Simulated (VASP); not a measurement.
**In3Se: single point with PBE+D3(BJ)**

In3Se:

```xyz
4
Lattice="4.4188 0.0000 0.0000 0.0000 4.7009 0.0000 0.0000 0.0000 4.7009" Properties=species:S:1:pos:R:3 pbc="T T T"
In    0.0000    2.3504    2.3504
In    2.2094    0.0000    2.3504
In    2.2094    2.3504    0.0000
Se    0.0000    0.0000    0.0000
```

This cell differs from its parent crystal: strain -0.0600 x Voigt [1, 0, 0, 0, 0, 0].

```
Program             : VASP 6.6.1
Task                : single point
Functional          : PBE
Dispersion          : D3(BJ)
Potentials or basis : VASP PAW PBE potentials, release 64 (In_d, Se)
Cutoff              : 520 eV
k mesh              : 10 × 10 × 10
Occupations         : gaussian, width 0.15 eV
Spin                : no spin polarisation
```

```json
{
 "Pressure": "2.9 GPa",
 "Dispersion energy per atom": "-0.362 eV"
}
```

Stress tensor (GPa, compression positive):
```
3.00 0.00 0.00
0.00 2.80 0.00
0.00 0.00 2.80
```

Levels at points of the mesh, in eV from the Fermi level:
| k point | band 20 | band 21 | band 22 | band 23 | band 24 | band 25 |
| --- | --- | --- | --- | --- | --- | --- |
| (0.00, 0.00, 0.00) | -3.47 | -2.36 | -1.57 | 1.12 | 1.12 | 1.40 |
| (0.50, 0.00, 0.00) | -2.80 | -1.45 | -1.25 | -0.27 | -0.27 | 1.00 |
| (0.00, 0.50, 0.00) | -2.62 | -1.56 | -0.60 | -0.57 | 0.14 | 1.42 |
| (0.50, 0.50, 0.00) | -2.28 | -1.16 | -0.76 | -0.60 | 1.42 | 1.62 |
| (0.00, 0.50, 0.50) | -2.09 | -0.63 | -0.17 | -0.17 | 2.10 | 2.10 |
| (0.50, 0.50, 0.50) | -4.39 | -4.39 | -4.39 | -3.66 | 3.16 | 3.16 |

Wall time 9.3 min on 1 thread of AMD EPYC 7R13, on a shared host, peak memory 0.41 GiB.

Caveat: the cell differs from its parent crystal (strain -0.0600 x Voigt [1, 0, 0, 0, 0, 0]); spin-orbit coupling is left out, which moves the levels of the heavy elements; pairwise dispersion overbinds metals, which lowers pressure and volume.
